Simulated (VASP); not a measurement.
# Li2Pt in VASP: single point with PBE

Aim: the single point of Li2Pt with PBE.

Everything below comes from runs of VASP 6.6.1. Logs are shortened: lines on timing, memory, paths and dates and some standing lists are left out, and cuts for length are marked.

## 1. The cell of the first run

The cell holds a sheet with vacuum, 3 atoms: a = 4.186 Å, b = 4.186 Å, c = 16.000 Å, α = 90.00°, β = 90.00°, γ = 120.00°.

## 2. Single point, PBE

File INCAR:

```
SYSTEM = Li2Pt
PREC = Accurate ; ENCUT = 520
EDIFF = 1E-6 ; ISMEAR = 0
SIGMA = 0.1 ; LREAL = .False.
LASPH = .True. ; NELM = 80
ALGO = Normal ; ISIF = 2
LWAVE = .False. ; LCHARG = .True.
LDIPOL = .True. ; IDIPOL = 3
DIPOL = 0.5 0.5 0.514 ; GGA = PE
LELF = .True. ; LVHAR = .True.
LVACPOTAV = .True. ; NBANDS = 15
```

File KPOINTS:

```
Automatic mesh
0
Gamma
  6 6 1
  0 0 0
```

File POSCAR:

```
Li2Pt
1.0
    4.1859990000      0.0000000000      0.0000000000
   -2.0929990000      3.6251810000      0.0000000000
    0.0000000000      0.0000000000     16.0000000000
Li Pt
2 1
Direct
    0.3333333300      0.6666666700      0.5415781300
    0.6666666700      0.3333333300      0.5415781300
    0.0000000000      0.0000000000      0.4584218700
```

Potentials or basis: VASP PAW PBE potentials, release 64 (Li_sv, Pt).

The run is started by

```sh
$ cat potpaw_PBE.64/Li_sv/POTCAR potpaw_PBE.64/Pt/POTCAR > POTCAR
$ mpirun -np 1 vasp_std > vasp.out
```

OUTCAR:

```text
SYSTEM = Li2Pt
   PREC = Accurate
   ENCUT = 520
   EDIFF = 1E-6
   ISMEAR = 0
   LREAL = .False.
   LASPH = .True.
   NELM = 80
   ISIF = 2
   GGA = PE

 ion  position               nearest neighbor table
   1  0.333  0.667  0.542-   2 2.42   2 2.42   2 2.42   3 2.76   3 2.76   3 2.76
   2  0.667  0.333  0.542-   1 2.42   1 2.42   1 2.42   3 2.76   3 2.76   3 2.76
   3  0.000  0.000  0.458-   1 2.76   2 2.76   2 2.76   1 2.76   2 2.76   1 2.76

  LATTYP: Found a hexagonal cell.
 ALAT       =     4.1859990000
 C/A-ratio  =     3.8222656049

  Lattice vectors:

 A1 = (   4.1859990000,   0.0000000000,   0.0000000000)
 A2 = (  -2.0929990000,   3.6251810000,   0.0000000000)
 A3 = (   0.0000000000,   0.0000000000,  16.0000000000)

Analysis of symmetry for initial positions (statically):
=====================================================================
 Subroutine PRICEL returns:
 Original cell was already a primitive cell.

 Routine SETGRP: Setting up the symmetry group for a
 hexagonal supercell.

 Subroutine GETGRP returns: Found 12 space group operations
 (whereof 12 operations were pure point group operations)
 out of a pool of 24 trial point group operations.

The static configuration has the point symmetry C_6v.

Analysis of symmetry for dynamics (positions and initial velocities):
=====================================================================
 Subroutine PRICEL returns:
 Original cell was already a primitive cell.

 Routine SETGRP: Setting up the symmetry group for a
 hexagonal supercell.

 Subroutine GETGRP returns: Found 12 space group operations
 (whereof 12 operations were pure point group operations)
 out of a pool of 24 trial point group operations.

The dynamic configuration has the point symmetry C_6v.

 Subroutine INISYM returns: Found 12 space group operations
 (whereof 12 operations are pure point group operations),
 and found     1 'primitive' translations

----------------------------------------------------------------------------------------

                                     Primitive cell

  volume of cell :     242.8001

  direct lattice vectors                    reciprocal lattice vectors
     4.185999000  0.000000000  0.000000000     0.238891600  0.137924115  0.000000000
    -2.092999000  3.625181000  0.000000000     0.000000000  0.275848296  0.000000000
     0.000000000  0.000000000 16.000000000     0.000000000  0.000000000  0.062500000

  length of vectors
     4.185999000  4.185998339 16.000000000     0.275848252  0.275848296  0.062500000

  position of ions in fractional coordinates (direct lattice)
     0.333333330  0.666666670  0.541578130
     0.666666670  0.333333330  0.541578130
     0.000000000  0.000000000  0.458421870

[... 81 lines left out ...]
  Fermi-wavevector in a.u.,A,eV,Ry     =   0.661249  1.249580  5.949156  0.437251
  Thomas-Fermi vector in A             =   1.733950
   LORBIT       =      0    0 simple, 1 ext, 2 COOP (PROOUT), +10 PAW based schemes
   GGA     = PE    functional components
   LHFCALC =     F    Hartree Fock is set to
   AEXX    =    0.0000 exact exchange contribution
   IVDW    =     0    specifies the selected vdW correction
   LEPSILON=     F    determine dielectric tensor
   LRPA    =     F    only Hartree local field effects (RPA)
 non-spin polarized calculation
 Gauss-broadening in eV      SIGMA  =   0.10
  energy-cutoff  :      520.00
  volume of cell :      242.80
 maximum number of plane-waves:      6554
 NGX is ok and might be reduce to    32
   NGX = 15   NGY = 15   NGZ = 59

 dipolmoment           0.000000      0.000000      0.009552 electrons x Angstroem

 number of electron      15.9999993 magnetization

 dipolmoment           0.000000      0.000000     -0.199571 electrons x Angstroem

 Free energy of the ion-electron system (eV)
  ---------------------------------------------------
  ext. energy  EPLUGINS =         0.00000000
  ---------------------------------------------------
  free energy    TOTEN  =        -8.69319553 eV

  energy without entropy =       -8.69273160  energy(sigma->0) =       -8.69296356

 E-fermi :  -2.2296     XC(G=0):  -2.8661

 val. band max:       -2.4038644677   @ k =   0.5000   0.0000   0.0000
 cond. band min:      -2.0878593667   @ k =   0.0000   0.0000   0.0000
 fundamental gap:      0.3160051010
 Fermi energy:        -2.2296479573

 k-point     1 :       0.0000    0.0000    0.0000
  band No.  band energies     occupation
      1     -48.4090      2.00000
      2     -48.3094      2.00000
      3      -5.4368      2.00000
      4      -3.6125      2.00000
      5      -3.2205      2.00000
      6      -3.2205      2.00000
      7      -2.9883      2.00000
      8      -2.9883      2.00000
      9      -2.0879      0.04494
     10       0.1423      0.00000
     11       1.3447      0.00000
     12       2.2640      0.00000
     13       3.9981      0.00000
     14       3.9981      0.00000
[... 95 lines left out ...]
      2     -48.3592      2.00000
      3      -3.5885      2.00000
      4      -3.4574      2.00000
      5      -3.4574      2.00000
      6      -3.0050      2.00000
      7      -3.0050      2.00000
      8      -2.7089      2.00000
      9      -0.2206      0.00000
     10      -0.2206      0.00000
     11       0.9878      0.00000
     12       1.5540      0.00000
     13       1.5540      0.00000
     14       3.5070      0.00000
     15       4.1180      0.00000

------------------------ aborting loop because EDIFF is reached ----------------------------------------

  FORCE on cell =-STRESS in cart. coord.  units (eV):
  Direction    XX          YY          ZZ          XY          YZ          ZX
  --------------------------------------------------------------------------------------
  -------------------------------------------------------------------------------------
  Total       -1.2475799     -1.2475796     -3.1361462     -0.0000002      0.0000000      0.0000000
  in kB       -8.2324701     -8.2324680    -20.6946499     -0.0000011      0.0000000      0.0000000
  external PRESSURE =     -12.3865293 kB  Pullay stress =       0.0000000 kB

 VOLUME and BASIS-vectors are now :
 -----------------------------------------------------------------------------
  energy-cutoff  :      520.00
  volume of cell :      242.80
      direct lattice vectors                 reciprocal lattice vectors
     4.185999000  0.000000000  0.000000000     0.238891600  0.137924115  0.000000000
    -2.092999000  3.625181000  0.000000000     0.000000000  0.275848296  0.000000000
     0.000000000  0.000000000 16.000000000     0.000000000  0.000000000  0.062500000

 POSITION                                       TOTAL-FORCE (eV/Angst)
 -----------------------------------------------------------------------------------
      0.00000      2.41679      8.66525         0.000000      0.000000     -1.167679
      2.09300      1.20839      8.66525        -0.000000     -0.000000     -1.167679
      0.00000      0.00000      7.33475        -0.000000      0.000000      2.335358
 -----------------------------------------------------------------------------------
    total drift:                               -0.000000     -0.000000     -0.000170

  FREE ENERGIE OF THE ION-ELECTRON SYSTEM (eV)
  ---------------------------------------------------
  free  energy   TOTEN  =        -8.6931955300 eV

  energy  without entropy=       -8.6927315955  energy(sigma->0) =       -8.69296356

 vacuum level on the upper side and lower side of the slab         0.245         2.626
```

OSZICAR:

```text
N       E                     dE             d eps       ncg     rms          rms(c)
DAV:   1     0.892971883673E+02    0.89297E+02   -0.58563E+03   210   0.827E+02
DAV:   2     0.540680178721E+01   -0.83890E+02   -0.59670E+02   287   0.162E+02
DAV:   3    -0.586662421949E+01   -0.11273E+02   -0.10838E+02   306   0.565E+01
[... 15 lines left out ...]
DAV:  19    -0.869317124048E+01   -0.38526E-04   -0.56302E-06   231   0.828E-03    0.110E-03
DAV:  20    -0.869318760702E+01   -0.16367E-04   -0.22783E-06   200   0.392E-03    0.652E-04
DAV:  21    -0.869319333071E+01   -0.57237E-05   -0.25074E-07   176   0.195E-03    0.654E-04
DAV:  22    -0.869319537478E+01   -0.20441E-05   -0.23826E-07   189   0.169E-03    0.182E-04
DAV:  23    -0.869319553002E+01   -0.15524E-06   -0.27095E-08   175   0.830E-04
   1 F= -.86931955E+01 E0= -.86929636E+01  d E =-.463935E-03
```

stdout:

```text
POSCAR found type information on POSCAR LiPt
 POSCAR found :  2 types and       3 ions
 scaLAPACK will be used
 LDA part: xc-table for (Slater+PW92), standard interpolation
 POSCAR, INCAR and KPOINTS ok, starting setup
 FFT: planning ... GRIDC
 FFT: planning ... GRID_SOFT
 FFT: planning ... GRID
 WAVECAR not read
 entering main loop
 -----------------------------------------------------------------------------
|                                                                             |
|           W    W    AA    RRRRR   N    N  II  N    N   GGGG   !!!           |
|           W    W   A  A   R    R  NN   N  II  NN   N  G    G  !!!           |
|           W    W  A    A  R    R  N N  N  II  N N  N  G       !!!           |
|           W WW W  AAAAAA  RRRRR   N  N N  II  N  N N  G  GGG   !            |
|           WW  WW  A    A  R   R   N   NN  II  N   NN  G    G                |
|           W    W  A    A  R    R  N    N  II  N    N   GGGG   !!!           |
|                                                                             |
|     Did not find any points to average over, which means that no vacuum     |
|     field-free region was found. Please increase the size of  your cell     |
|     in the dimension of the dipole correction to obtain accurate            |
|     workfunction values.                                                    |
|                                                                             |
 -----------------------------------------------------------------------------
```

It took 1.7 min on 1 thread of AMD EPYC 7R13, shared host; peak memory 0.3 GiB.

What came out:

- Free energy: -8.6932 eV
- Largest force: 2.335 eV/Å
- Band gap on the k mesh: 0.32 eV (least direct gap 0.90 eV)

Forces on the atoms (eV/Å):
```
Li   0.000  0.000 -1.168
Li   0.000  0.000 -1.168
Pt   0.000  0.000  2.335
```

Caveat: the cutoff is under 1.25 times the usual one of these potentials, so pressure, stress and relaxed cells hold a basis-set (Pulay) error; spin-orbit coupling is left out, which moves the levels of the heavy elements.
